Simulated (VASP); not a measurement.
Crystal: SnO2.

```
Sn O
1.0
     1.58408    0.91457    4.70259
    -1.58408    0.91457    4.70259
     0.00000   -1.82914    4.70259
Sn O
1 2
Direct
  0.50000 0.50000 0.50000
  0.76283 0.76283 0.76283
  0.23717 0.23717 0.23717
```

Base run:

```yaml
Program: VASP 6.6.1
Functional: PBEsol
Potentials_or_basis: VASP PAW PBE potentials, release 64 (Sn_d, O)
Cutoff: 520 eV
k_mesh: 10 × 10 × 10
Occupations: fermi-dirac, width 0.05 eV
Spin: no spin polarisation
```

Its results: band gap on the k mesh 2.25 eV (least direct gap 2.44 eV); pressure 5.0 GPa; largest force 0.352 eV/Å.

The run is repeated on the same cell with these changes: functional from PBEsol to r2SCAN. What comes out?

Band gap on the k mesh 2.89 eV (least direct gap 3.07 eV); pressure 3.8 GPa; largest force 0.176 eV/Å.

Caveats: the cell stands under pressure; the PAW data sets were made with another functional, which shifts forces and pressure a little; spin-orbit coupling is left out, which moves the levels of the heavy elements.

A k mesh can miss the band edges.
